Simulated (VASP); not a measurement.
# ZrH3 (Pm-3m) in VASP: single point with PBEsol

Aim: the single point of ZrH3 with PBEsol.

All numbers are computed with VASP 6.6.1; they aren't measurements. Logs are shortened: lines on timing, memory, paths and dates and some standing lists are left out, and cuts for length are marked.

### Step 1. The cell of the first run

The structure is cubic, space group Pm-3m (No. 221). Conventional cell: a = 3.126 Å, b = 3.126 Å, c = 3.126 Å, α = 90.00°, β = 90.00°, γ = 90.00°. Zr (site symmetry m-3m) has 12 H at 2.21 Å within 2.9 Å. H (site symmetry 4/mmm) has 4 Zr at 2.21 Å and 8 H at 2.21 Å within 2.9 Å.

### Step 2. Single point, PBEsol

Input file INCAR:

```
SYSTEM = ZrH3
PREC = Accurate
ENCUT = 500
EDIFF = 1E-6
ISMEAR = 1
SIGMA = 0.05
LREAL = .FALSE.
LASPH = .TRUE.
NELM = 120
ALGO = Normal
ISIF = 2
LWAVE = .FALSE.
LCHARG = .TRUE.
GGA = PS
LELF = .TRUE.
LVHAR = .TRUE.
NBANDS = 16
GGA_COMPAT = .FALSE.
```

Input file KPOINTS:

```
Automatic mesh
0
G
  7 7 7
  0 0 0
```

Input file POSCAR:

```
ZrH3
1.0
    3.1260380000      0.0000000000      0.0000000000
    0.0000000000      3.1260380000      0.0000000000
    0.0000000000      0.0000000000      3.1260380000
Zr H
1 3
Direct
    0.0000000000      0.0000000000      0.0000000000
    0.0000000000      0.5000000000      0.5000000000
    0.5000000000      0.0000000000      0.5000000000
    0.5000000000      0.5000000000      0.0000000000
```

Potentials or basis: VASP PAW PBE potentials, release 64 (Zr_sv, H).

Launch:

```bash
$ cat potpaw_PBE.64/Zr_sv/POTCAR potpaw_PBE.64/H/POTCAR > POTCAR
$ mpirun -np 1 vasp_std > vasp.out
```

OUTCAR:

```text
SYSTEM = ZrH3
   PREC = Accurate
   ENCUT = 500
   EDIFF = 1E-6
   ISMEAR = 1
   LREAL = .FALSE.
   LASPH = .TRUE.
   NELM = 120
   ISIF = 2
   GGA = PS

 ion  position               nearest neighbor table
   1  0.000  0.000  0.000-   2 2.21   3 2.21   4 2.21   2 2.21   3 2.21   2 2.21   4 2.21   2 2.21
                             3 2.21   4 2.21   3 2.21   4 2.21
   2  0.000  0.500  0.500-   1 2.21   1 2.21   1 2.21   1 2.21
   3  0.500  0.000  0.500-   1 2.21   1 2.21   1 2.21   1 2.21
   4  0.500  0.500  0.000-   1 2.21   1 2.21   1 2.21   1 2.21

  LATTYP: Found a simple cubic cell.
 ALAT       =     3.1260380000

  Lattice vectors:

 A1 = (   3.1260380000,   0.0000000000,   0.0000000000)
 A2 = (   0.0000000000,   3.1260380000,   0.0000000000)
 A3 = (   0.0000000000,   0.0000000000,   3.1260380000)

Analysis of symmetry for initial positions (statically):
=====================================================================
 Subroutine PRICEL returns:
 Original cell was already a primitive cell.

 Routine SETGRP: Setting up the symmetry group for a
 simple cubic supercell.

 Subroutine GETGRP returns: Found 48 space group operations
 (whereof 48 operations were pure point group operations)
 out of a pool of 48 trial point group operations.

The static configuration has the point symmetry O_h .

Analysis of symmetry for dynamics (positions and initial velocities):
=====================================================================
 Subroutine PRICEL returns:
 Original cell was already a primitive cell.

 Routine SETGRP: Setting up the symmetry group for a
 simple cubic supercell.

 Subroutine GETGRP returns: Found 48 space group operations
 (whereof 48 operations were pure point group operations)
 out of a pool of 48 trial point group operations.

The dynamic configuration has the point symmetry O_h .

 Subroutine INISYM returns: Found 48 space group operations
 (whereof 48 operations are pure point group operations),
 and found     1 'primitive' translations

----------------------------------------------------------------------------------------

                                     Primitive cell

  volume of cell :      30.5480

  direct lattice vectors                    reciprocal lattice vectors
     3.126038000  0.000000000  0.000000000     0.319893744  0.000000000  0.000000000
     0.000000000  3.126038000  0.000000000     0.000000000  0.319893744  0.000000000
     0.000000000  0.000000000  3.126038000     0.000000000  0.000000000  0.319893744

  length of vectors
     3.126038000  3.126038000  3.126038000     0.319893744  0.319893744  0.319893744

  position of ions in fractional coordinates (direct lattice)
     0.000000000  0.000000000  0.000000000
     0.000000000  0.500000000  0.500000000
     0.500000000  0.000000000  0.500000000
     0.500000000  0.500000000  0.000000000

  ion indices of the primitive-cell ions
   primitive index   ion index
                 1           1
                 2           2
                 3           3
                 4           4

----------------------------------------------------------------------------------------

 KPOINTS: Automatic mesh

Automatic generation of k-mesh.
 Grid dimensions read from file:
 generate k-points for:    7    7    7

 Generating k-lattice:

  Cartesian coordinates                     Fractional coordinates (reciprocal lattice)
     0.045699106  0.000000000  0.000000000     0.142857143  0.000000000  0.000000000
     0.000000000  0.045699106  0.000000000     0.000000000  0.142857143  0.000000000
     0.000000000  0.000000000  0.045699106     0.000000000  0.000000000  0.142857143

  Length of vectors
     0.045699106  0.045699106  0.045699106

  Shift w.r.t. Gamma in fractional coordinates (k-lattice)
     0.000000000  0.000000000  0.000000000

 Subroutine IBZKPT returns following result:
 ===========================================

 Found     20 irreducible k-points:

 Following reciprocal coordinates:
            Coordinates               Weight
  0.000000  0.000000  0.000000      1.000000
  0.142857  0.000000  0.000000      6.000000
  0.285714  0.000000  0.000000      6.000000
  0.428571  0.000000  0.000000      6.000000
  0.142857  0.142857  0.000000     12.000000
  0.285714  0.142857  0.000000     24.000000
[... 12 lines left out ...]
  0.428571  0.428571  0.285714     24.000000
  0.428571  0.428571  0.428571      8.000000
   k-points           NKPTS =     20   k-points in BZ     NKDIM =     20   number of bands    NBANDS=     16
   number of dos      NEDOS =    301   number of ions     NIONS =      4
   total plane-waves  NPLWV =  13824
   dimension x,y,z NGX =    24 NGY =   24 NGZ =   24
   dimension x,y,z NGXF=    48 NGYF=   48 NGZF=   48
   ions per type =               1   3
   NGX,Y,Z   is equivalent  to a cutoff of  12.76, 12.76, 12.76 a.u.
   NGXF,Y,Z  is equivalent  to a cutoff of  25.53, 25.53, 25.53 a.u.
 SYSTEM =  ZrH3
   PREC   = accura    normal or accurate (medium, high low for compatibility)
   ISTART =      0    job   : 0-new  1-cont  2-samecut
   ICHARG =      2    charge: 1-file 2-atom 10-const
   ISPIN  =      1    spin polarized calculation?
   LNONCOLLINEAR =      F non collinear calculations
   LSORBIT =      F    spin-orbit coupling
   LASPH  =      T    aspherical Exc in radial PAW
   ENCUT  =  500.0 eV  36.75 Ry    6.06 a.u.   5.70  5.70  5.70*2*pi/ulx,y,z
   NELM   =    120;   NELMIN=  2; NELMDL= -5     # of ELM steps
   EDIFF  = 0.1E-05   stopping-criterion for ELM
   LREAL  =      F    real-space projection
   EDIFFG = 0.1E-04   stopping-criterion for IOM
   NSW    =      0    number of steps for IOM
   IBRION =     -1    ionic relax: 0-MD 1-quasi-New 2-CG
   NFREE  =      0    steps in history (QN), initial steepest desc. (CG)
   ISIF   =      2    stress and relaxation
   ISYM   =      2    0-nonsym 1-usesym 2-fastsym
   POTIM  = 0.5000    time-step for ionic-motion
   TEBEG  =    0.0;   TEEND  =   0.0 temperature during run
   PSTRESS=    0.0 pullay stress
   NELECT =      15.0000    total number of electrons
   NUPDOWN=      -1.0000    fix difference up-down
   EMIN   =  10.00;   EMAX   =-10.00  energy-range for DOS
   EFERMI =   0.00;   METHOD = LEGACY
   ISMEAR =     1;   SIGMA  =   0.05  broadening in eV -4-tet -1-fermi 0-gaus
   EFERMI_NEDOS =   21; number of points for ismear=-14 and -15
   IALGO  =     38    algorithm
   IMIX   =      4    mixing-type and parameters
     AMIX     =   0.40;   BMIX     =  1.00
     AMIX_MAG =   1.60;   BMIX_MAG =  1.00
  volume/ion in A,a.u.               =       7.64        51.54
  Fermi-wavevector in a.u.,A,eV,Ry     =   1.291549  2.440674 22.695874  1.668100
  Thomas-Fermi vector in A             =   2.423312
   LORBIT       =      0    0 simple, 1 ext, 2 COOP (PROOUT), +10 PAW based schemes
   GGA     = PS    functional components
   LHFCALC =     F    Hartree Fock is set to
   AEXX    =    0.0000 exact exchange contribution
   IVDW    =     0    specifies the selected vdW correction
   LEPSILON=     F    determine dielectric tensor
   LRPA    =     F    only Hartree local field effects (RPA)
 non-spin polarized calculation
 Methfessel and Paxton  Order N= 1 SIGMA  =   0.05
  energy-cutoff  :      500.00
  volume of cell :       30.55
 maximum number of plane-waves:       787
 NGX is ok and might be reduce to    24
   NGX = 11   NGY = 11   NGZ = 11

 number of electron      15.0000002 magnetization

 Free energy of the ion-electron system (eV)
  ---------------------------------------------------
  ext. energy  EPLUGINS =         0.00000000
  ---------------------------------------------------
  free energy    TOTEN  =       -20.39772551 eV

  energy without entropy =      -20.39728706  energy(sigma->0) =      -20.39757936

 E-fermi :   7.8309     XC(G=0): -11.3122

 val. band max:        7.6377007328   @ k =   0.2857   0.2857   0.0000
 cond. band min:       7.8544570107   @ k =   0.2857   0.2857   0.1429
 fundamental gap:      0.2167562779
 Fermi energy:         7.8308714754

 k-point     1 :       0.0000    0.0000    0.0000
  band No.  band energies     occupation
      1     -41.4389      2.00000
      2     -19.1889      2.00000
      3     -19.1889      2.00000
      4     -19.1889      2.00000
      5      -2.4486      2.00000
      6       3.5775      2.00000
[... 8 lines left out ...]
     15      15.8949      0.00000
     16      20.8480      0.00000

 k-point     2 :       0.1429    0.0000    0.0000
  band No.  band energies     occupation
      1     -41.4259      2.00000
      2     -19.3386      2.00000
      3     -19.1765      2.00000
      4     -19.1765      2.00000
      5      -2.0596      2.00000
      6       3.6156      2.00000
[... 8 lines left out ...]
     15      16.8912      0.00000
     16      22.5918      0.00000

 k-point     3 :       0.2857    0.0000    0.0000
  band No.  band energies     occupation
      1     -41.3965      2.00000
      2     -19.6613      2.00000
      3     -19.1486      2.00000
      4     -19.1486      2.00000
      5      -1.0147      2.00000
      6       3.2561      2.00000
[... 8 lines left out ...]
     15      18.6337      0.00000
     16      24.3904      0.00000

 k-point     4 :       0.4286    0.0000    0.0000
  band No.  band energies     occupation
      1     -41.3728      2.00000
      2     -19.9079      2.00000
      3     -19.1260      2.00000
      4     -19.1260      2.00000
      5       0.4358      2.00000
      6       2.0493      2.00000
[... 8 lines left out ...]
     15      20.0472      0.00000
     16      20.6065      0.00000
[... 248 lines left out ...]
 k-point    18 :       0.4286    0.2857    0.2857
  band No.  band energies     occupation
      1     -41.2929      2.00000
      2     -19.7575      2.00000
      3     -19.5133      2.00000
      4     -19.4834      2.00000
      5       1.3238      2.00000
      6       2.9075      2.00000
[... 8 lines left out ...]
     15      19.1359      0.00000
     16      19.7537      0.00000

 k-point    19 :       0.4286    0.4286    0.2857
  band No.  band energies     occupation
      1     -41.2708      2.00000
      2     -19.7191      2.00000
      3     -19.7126      2.00000
      4     -19.4644      2.00000
      5       1.4512      2.00000
      6       2.6442      2.00000
[... 8 lines left out ...]
     15      18.1166      0.00000
     16      18.5092      0.00000

 k-point    20 :       0.4286    0.4286    0.4286
  band No.  band energies     occupation
      1     -41.2491      2.00000
      2     -19.6815      2.00000
      3     -19.6728      2.00000
      4     -19.6728      2.00000
      5       1.7621      2.00000
      6       2.0921      2.00000
[... 8 lines left out ...]
     15      16.6703      0.00000
     16      17.1750      0.00000

------------------------ aborting loop because EDIFF is reached ----------------------------------------

  FORCE on cell =-STRESS in cart. coord.  units (eV):
  Direction    XX          YY          ZZ          XY          YZ          ZX
  --------------------------------------------------------------------------------------
  -------------------------------------------------------------------------------------
  Total       -0.8773842     -0.8773842     -0.8773842      0.0000000      0.0000000     -0.0000000
  in kB      -46.0169280    -46.0169280    -46.0169280      0.0000000      0.0000000     -0.0000000
  external PRESSURE =     -46.0169280 kB  Pullay stress =       0.0000000 kB

 VOLUME and BASIS-vectors are now :
 -----------------------------------------------------------------------------
  energy-cutoff  :      500.00
  volume of cell :       30.55
      direct lattice vectors                 reciprocal lattice vectors
     3.126038000  0.000000000  0.000000000     0.319893744  0.000000000  0.000000000
     0.000000000  3.126038000  0.000000000     0.000000000  0.319893744  0.000000000
     0.000000000  0.000000000  3.126038000     0.000000000  0.000000000  0.319893744

 POSITION                                       TOTAL-FORCE (eV/Angst)
 -----------------------------------------------------------------------------------
      0.00000      0.00000      0.00000         0.000000      0.000000      0.000000
      0.00000      1.56302      1.56302         0.000000      0.000000      0.000000
      1.56302      0.00000      1.56302         0.000000      0.000000      0.000000
      1.56302      1.56302      0.00000         0.000000      0.000000      0.000000
 -----------------------------------------------------------------------------------
    total drift:                                0.000000      0.000000      0.000000

  FREE ENERGIE OF THE ION-ELECTRON SYSTEM (eV)
  ---------------------------------------------------
  free  energy   TOTEN  =       -20.3977255122 eV

  energy  without entropy=      -20.3972870643  energy(sigma->0) =      -20.39757936
```

It took 14 s on 1 thread of Intel Xeon 8259CL, shared host; peak memory 0.14 GiB.

Results:

```
Free energy : -20.3977 eV
Pressure    : -4.6 GPa
```

Caveat: the PAW data sets were made with another functional, which shifts forces and pressure a little.
